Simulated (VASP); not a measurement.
Here is a VASP 6.6.1 calculation.

The input INCAR:

```
ALGO = Normal ; EDIFF = 1E-6
ENCUT = 500 ; GGA = PS
GGA_COMPAT = False ; ISIF = 2
ISMEAR = 0 ; ISYM = 0
KPAR = 4 ; LASPH = True
LCHARG = False ; LREAL = False
LWAVE = False ; NBANDS = 44
NELM = 120 ; PREC = Accurate
SIGMA = 0.15
```

Contents of KPOINTS:

```
k-points
0
Gamma
  12 12 4
```

Contents of POSCAR:

```
TiAl3
1.0
    0.0000000000     -3.9483448101      0.0000000000
    0.0000000000      0.0000000000     -3.9483448101
   11.8450344303     -1.9741724050      0.0000000000
Ti Al
3 9
Direct
   -0.0416666667      1.0000000000      0.0833333333
   -0.2083333333      1.0000000000      0.4166666667
   -0.3750000000      1.0000000000      0.7500000000
    0.0416666667      0.0000000000      0.9166666667
    0.3750000000      0.0000000000      0.2500000000
    0.2083333333      0.0000000000      0.5833333333
   -0.4583333333      0.5000000000      0.9166666667
   -0.1250000000      0.5000000000      0.2500000000
   -0.2916666667      0.5000000000      0.5833333333
    0.1250000000      0.5000000000      0.7500000000
    0.4583333333      0.5000000000      0.0833333333
    0.2916666667      0.5000000000      0.4166666667
```

Potentials or basis: VASP PAW PBE potentials, release 64 (Ti_sv, Al).

Command:

```sh
$ cat potpaw_PBE.64/Ti_sv/POTCAR potpaw_PBE.64/Al/POTCAR > POTCAR
$ mpirun -np 4 vasp_std > vasp.out
```

(1) Predict the band gap on the k mesh.

(2) Estimate the largest force.

(3) What does it give for the pressure?

## Answers

(1) zero (an odd number of electrons rules out a gap without spin polarisation).

(2) 9.745 eV/Å.

(3) 10.0 GPa.

Caveat: the cell differs from its parent crystal (the part above a cut slid along it); the stress differs along the axes, from -2 to 33 GPa; the PAW data sets were made with another functional, which shifts forces and pressure a little.
